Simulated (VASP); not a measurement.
# WSe2 (P6_3/mmc) in VASP: a series of runs, part 2 of 2

VASP 6.6.1. Earlier steps stand in the parts before.

## (4) Single point, PBEsol (uniaxial strain along c: -1.0 %, then relaxed in part)

INCAR reads:

```
PREC     = Accurate       # precision mode
ENCUT    = 520            # plane-wave cutoff, eV
EDIFF    = 1E-6           # SCF threshold, eV
ISMEAR   = 0              # smearing method
SIGMA    = 0.02           # smearing width, eV
LREAL    = False          # projectors in reciprocal space
LASPH    = True           # aspherical terms in the spheres
NELM     = 80             # most SCF steps
ALGO     = Normal         # electronic algorithm
ISIF     = 2              # what is computed and relaxed
LWAVE    = False          # write WAVECAR
LCHARG   = False          # write CHGCAR
GGA      = PS             # functional
NBANDS   = 35             # bands
```

KPOINTS reads:

```
Automatic mesh
0
Gamma
  12 12 2
```

POSCAR reads:

```
WSe2
1.0
    3.2720787169      0.0000000000      0.0000000000
   -1.6360393585      2.8337032920      0.0000000000
    0.0000000000      0.0000000000     13.0914424764
W Se
2 4
Direct
    0.6666666690      0.3333333310      0.7500000000
    0.3333333310      0.6666666690      0.2500000000
    0.3333333356      0.6666666644      0.8778083039
    0.6666666644      0.3333333356      0.3778083039
    0.3333333356      0.6666666644      0.6221916961
    0.6666666644      0.3333333356      0.1221916961
```

Potentials or basis: VASP PAW PBE potentials, release 64 (W_sv, Se).

Started as:

```console
$ cat potpaw_PBE.64/W_sv/POTCAR potpaw_PBE.64/Se/POTCAR > POTCAR
$ mpirun -np 1 vasp_std > vasp.out
```

OUTCAR:

```text
PREC = Accurate
   ENCUT = 520
   EDIFF = 1E-6
   ISMEAR = 0
   LREAL = False
   LASPH = True
   NELM = 80
   ISIF = 2
   GGA = PS

 ion  position               nearest neighbor table
   1  0.667  0.333  0.750-   3 2.52   5 2.52   3 2.52   5 2.52   3 2.52   5 2.52
   2  0.333  0.667  0.250-   4 2.52   6 2.52   4 2.52   6 2.52   4 2.52   6 2.52
   3  0.333  0.667  0.878-   1 2.52   1 2.52   1 2.52
   4  0.667  0.333  0.378-   2 2.52   2 2.52   2 2.52
   5  0.333  0.667  0.622-   1 2.52   1 2.52   1 2.52
   6  0.667  0.333  0.122-   2 2.52   2 2.52   2 2.52
[... 1121 lines left out ...]
  -------------------------------------------------------------------------------------
  Total        0.2812431      0.2812431      0.6252217     -0.0000000      0.0000000      0.0000000
  in kB        3.7121607      3.7121607      8.2523763     -0.0000000      0.0000000      0.0000000
  external PRESSURE =       5.2255659 kB  Pullay stress =       0.0000000 kB

 VOLUME and BASIS-vectors are now :
 -----------------------------------------------------------------------------
  energy-cutoff  :      520.00
  volume of cell :      121.39
      direct lattice vectors                 reciprocal lattice vectors
     3.272078717  0.000000000  0.000000000     0.305616119  0.176447549  0.000000000
    -1.636039358  2.833703292  0.000000000     0.000000000  0.352895098  0.000000000
     0.000000000  0.000000000 13.091442476     0.000000000  0.000000000  0.076385777

 POSITION                                       TOTAL-FORCE (eV/Angst)
 -----------------------------------------------------------------------------------
      1.63604      0.94457      9.81858        -0.000000      0.000000     -0.000000
     -0.00000      1.88914      3.27286         0.000000     -0.000000     -0.000000
      0.00000      1.88914     11.49178        -0.000000      0.000000      0.061287
      1.63604      0.94457      4.94606         0.000000     -0.000000      0.061287
      0.00000      1.88914      8.14539        -0.000000      0.000000     -0.061287
      1.63604      0.94457      1.59967         0.000000     -0.000000     -0.061287
 -----------------------------------------------------------------------------------
    total drift:                               -0.000006      0.000005     -0.000000

  FREE ENERGIE OF THE ION-ELECTRON SYSTEM (eV)
  ---------------------------------------------------
  free  energy   TOTEN  =       -46.5492925684 eV

  energy  without entropy=      -46.5492925684  energy(sigma->0) =      -46.54929257
```

OSZICAR:

```text
N       E                     dE             d eps       ncg     rms          rms(c)
DAV:   1     0.499914298701E+03    0.49991E+03   -0.27932E+04  2932   0.145E+03
DAV:   2    -0.170951535502E+02   -0.51701E+03   -0.49924E+03  3103   0.391E+02
DAV:   3    -0.478189958595E+02   -0.30724E+02   -0.30212E+02  3250   0.897E+01
DAV:   4    -0.484933661934E+02   -0.67437E+00   -0.67053E+00  3177   0.135E+01
DAV:   5    -0.485021100544E+02   -0.87439E-02   -0.87369E-02  3197   0.166E+00    0.313E+01
DAV:   6    -0.469571970917E+02    0.15449E+01   -0.55014E+00  2990   0.155E+01    0.112E+01
DAV:   7    -0.467260958530E+02    0.23110E+00   -0.26371E+00  2837   0.769E+00    0.562E+00
DAV:   8    -0.465498609073E+02    0.17623E+00   -0.38237E-01  2947   0.420E+00    0.127E+00
DAV:   9    -0.465511203938E+02   -0.12595E-02   -0.57032E-02  3139   0.112E+00    0.875E-01
DAV:  10    -0.465493662313E+02    0.17542E-02   -0.12688E-02  2950   0.762E-01    0.153E-01
DAV:  11    -0.465493402481E+02    0.25983E-04   -0.16152E-03  2912   0.256E-01    0.176E-01
DAV:  12    -0.465492990673E+02    0.41181E-04   -0.56666E-05  3022   0.482E-02    0.109E-01
DAV:  13    -0.465492920398E+02    0.70275E-05   -0.69189E-05  3004   0.505E-02    0.718E-03
DAV:  14    -0.465492925684E+02   -0.52860E-06   -0.41798E-06  2864   0.109E-02
   1 F= -.46549293E+02 E0= -.46549293E+02  d E =-.112400E-14
```

Run time: 68 s. Hardware: 1 thread of AMD EPYC 9R45 (Zen 5), shared host; peak memory 0.27 GiB.

Results:

* Free energy: -46.5493 eV
* Pressure: 0.5 GPa
* Largest force: 0.061 eV/Å
* Band gap on the k mesh: 0.99 eV (least direct gap 1.58 eV)

Forces in eV/Å, atoms in the order of the input:
```
W    0.000  0.000  0.000
W    0.000  0.000  0.000
Se   0.000  0.000  0.061
Se   0.000  0.000  0.061
Se   0.000  0.000 -0.061
Se   0.000  0.000 -0.061
```

Caveat: the cell differs from its parent crystal (uniaxial strain along c: -1.0 %, then relaxed in part); the PAW data sets were made with another functional, which shifts forces and pressure a little; spin-orbit coupling is left out, which moves the levels of the heavy elements; this functional lacks dispersion, which binds the layers, so the pressure and a relaxed spacing across them are unreliable. A k mesh can miss the band edges.

## (5) Single point, PBEsol (biaxial strain in the a-b plane: -3.0 %, then relaxed in part)

INCAR reads:

```
PREC     = Accurate       # precision mode
ENCUT    = 520            # plane-wave cutoff, eV
EDIFF    = 1E-6           # SCF threshold, eV
ISMEAR   = 0              # smearing method
SIGMA    = 0.02           # smearing width, eV
LREAL    = F              # projectors in reciprocal space
LASPH    = T              # aspherical terms in the spheres
NELM     = 80             # most SCF steps
ALGO     = Normal         # electronic algorithm
ISIF     = 2              # what is computed and relaxed
LWAVE    = F              # write WAVECAR
LCHARG   = F              # write CHGCAR
GGA      = PS             # functional
NBANDS   = 35             # bands
```

KPOINTS is that of step 4.

POSCAR reads:

```
WSe2
1.0
    3.1729629831      0.0000000000      0.0000000000
   -1.5864814915      2.7478665486      0.0000000000
    0.0000000000      0.0000000000     13.4140869604
W Se
2 4
Direct
    0.6666666667      0.3333333333      0.7500000000
    0.3333333333      0.6666666667      0.2500000000
    0.3333333333      0.6666666667      0.8776954237
    0.6666666667      0.3333333333      0.3776954237
    0.3333333333      0.6666666667      0.6223045763
    0.6666666667      0.3333333333      0.1223045763
```

Started as:

```console
$ cat potpaw_PBE.64/W_sv/POTCAR potpaw_PBE.64/Se/POTCAR > POTCAR
$ mpirun -np 1 vasp_std > vasp.out
```

Wall time 2.5 min (1 thread of Intel Xeon 8259CL, shared host); peak memory 0.3 GiB.

The run converged. Its results:

| Item | Value |
| --- | --- |
| Free energy | -46.3719 eV |
| Pressure | 5.7 GPa |
| Largest force | 0.067 eV/Å |
| Band gap on the k mesh | 0.97 eV (least direct gap 1.75 eV) |

Forces in eV/Å, atoms in the order of the input:
```
W    0.000  0.000  0.000
W    0.000  0.000  0.000
Se   0.000  0.000  0.067
Se   0.000  0.000  0.067
Se   0.000  0.000 -0.067
Se   0.000  0.000 -0.067
```

Stress tensor (GPa, compression positive):
```
8.18 0.00 0.00
0.00 8.18 0.00
0.00 0.00 0.61
```

Levels at points of the mesh, in eV from the valence-band top:
```csv
k point,band 22,band 23,band 24,band 25,band 26,band 27,band 28,band 29,band 30,band 31
"(0.00, 0.00, 0.00)",-0.98,-0.98,-0.94,-0.94,-0.20,3.23,3.23,3.27,3.27,3.29
"(0.50, 0.00, 0.00)",-2.54,-1.29,-1.24,-0.76,-0.56,2.55,2.86,2.89,3.09,3.20
"(0.00, 0.00, 0.50)",-0.96,-0.96,-0.96,-0.49,-0.49,3.23,3.23,3.23,3.23,3.38
"(0.50, 0.00, 0.50)",-2.63,-1.25,-1.25,-0.66,-0.66,2.83,2.83,2.87,2.87,3.62
```

Caveat: the cell differs from its parent crystal (biaxial strain in the a-b plane: -3.0 %, then relaxed in part); the cell stands under pressure; the PAW data sets were made with another functional, which shifts forces and pressure a little; spin-orbit coupling is left out, which moves the levels of the heavy elements; this functional lacks dispersion, which binds the layers, so the pressure and a relaxed spacing across them are unreliable.

## (6) Single point, PBEsol (biaxial strain in the a-b plane: -3.0 %)

INCAR reads:

```
PREC = Accurate ; ENCUT = 520
EDIFF = 1E-6 ; ISMEAR = 0
SIGMA = 0.02 ; LREAL = False
LASPH = True ; NELM = 80
ALGO = Normal ; ISIF = 2
LWAVE = False ; LCHARG = False
GGA = PS ; NBANDS = 35
```

KPOINTS is that of step 5.

POSCAR reads:

```
WSe2
1.0
    3.1729629831      0.0000000000      0.0000000000
   -1.5864814915      2.7478665486      0.0000000000
    0.0000000000      0.0000000000     13.4616979639
W Se
2 4
Direct
    0.6666666667      0.3333333333      0.7500000000
    0.3333333333      0.6666666667      0.2500000000
    0.3333333333      0.6666666667      0.8773124881
    0.6666666667      0.3333333333      0.3773124881
    0.3333333333      0.6666666667      0.6226875119
    0.6666666667      0.3333333333      0.1226875119
```

Potentials or basis: VASP PAW PBE potentials, release 64 (W_sv, Se).

Started as:

```console
$ cat potpaw_PBE.64/W_sv/POTCAR potpaw_PBE.64/Se/POTCAR > POTCAR
$ mpirun -np 1 vasp_std > vasp.out
```

Wall time 2.5 min (1 thread of Intel Xeon 8259CL, shared host); peak memory 0.31 GiB.

The run converged. Its results:

```
Free energy            : -46.3721 eV
Pressure               : 5.5 GPa
Largest force          : 0.053 eV/Å
Band gap on the k mesh : 0.98 eV (least direct gap 1.75 eV)
```

Forces in eV/Å, atoms in the order of the input:
```
W    0.000  0.000  0.000
W    0.000  0.000  0.000
Se   0.000  0.000  0.053
Se   0.000  0.000  0.053
Se   0.000  0.000 -0.053
Se   0.000  0.000 -0.053
```

Stress tensor (GPa, compression positive):
```
8.08 0.00 0.00
0.00 8.08 0.00
0.00 0.00 0.39
```

Levels at points of the mesh, in eV from the valence-band top:
| k point | band 23 | band 24 | band 25 | band 26 | band 27 | band 28 | band 29 | band 30 |
| --- | --- | --- | --- | --- | --- | --- | --- | --- |
| (0.00, 0.00, 0.00) | -0.97 | -0.94 | -0.94 | -0.21 | 3.23 | 3.23 | 3.27 | 3.27 |
| (0.50, 0.00, 0.00) | -1.28 | -1.23 | -0.75 | -0.56 | 2.55 | 2.87 | 2.89 | 3.08 |
| (0.00, 0.00, 0.50) | -0.95 | -0.95 | -0.50 | -0.50 | 3.24 | 3.24 | 3.24 | 3.24 |
| (0.50, 0.00, 0.50) | -1.25 | -1.25 | -0.65 | -0.65 | 2.83 | 2.83 | 2.88 | 2.88 |

Caveat: the cell differs from its parent crystal (biaxial strain in the a-b plane: -3.0 %); the cell stands under pressure; the PAW data sets were made with another functional, which shifts forces and pressure a little; spin-orbit coupling is left out, which moves the levels of the heavy elements; this functional lacks dispersion, which binds the layers, so the pressure and a relaxed spacing across them are unreliable. A k mesh can miss the band edges.

## (7) Overview

```tsv
cell	gap on the mesh (eV)	pressure (GPa)	largest force (eV/Å)
a = 3.296, b = 3.296, c = 12.827 Å, angles 90.0, 90.0, 120.0°, 6 atoms, atomic positions A	0.89	0.5	0.20
a = 3.287, b = 3.287, c = 12.959 Å, angles 90.0, 90.0, 120.0°, 6 atoms, atomic positions B	0.95	0.9	0.25
a = 3.272, b = 3.272, c = 13.091 Å, angles 90.0, 90.0, 120.0°, 6 atoms, atomic positions B	0.99	0.5	0.06
a = 3.173, b = 3.173, c = 13.414 Å, angles 90.0, 90.0, 120.0°, 6 atoms, atomic positions B	0.97	5.7	0.07
a = 3.173, b = 3.173, c = 13.462 Å, angles 90.0, 90.0, 120.0°, 6 atoms, atomic positions B	0.98	5.5	0.05
```

Alike in all rows: task single point; level PBEsol; potentials or basis VASP PAW PBE potentials, release 64 (W_sv, Se); no spin polarisation; k mesh 12 × 12 × 2; cutoff (eV) 520; smearing gaussian 0.02 eV.

Caveats: the PAW data sets were made with another functional, which shifts forces and pressure a little; spin-orbit coupling is left out, which moves the levels of the heavy elements; this functional lacks dispersion, which binds the layers, so the pressure and a relaxed spacing across them are unreliable; the cell stands under pressure (at least some runs).

Absolute energies hang on the potentials; compare differences alone.
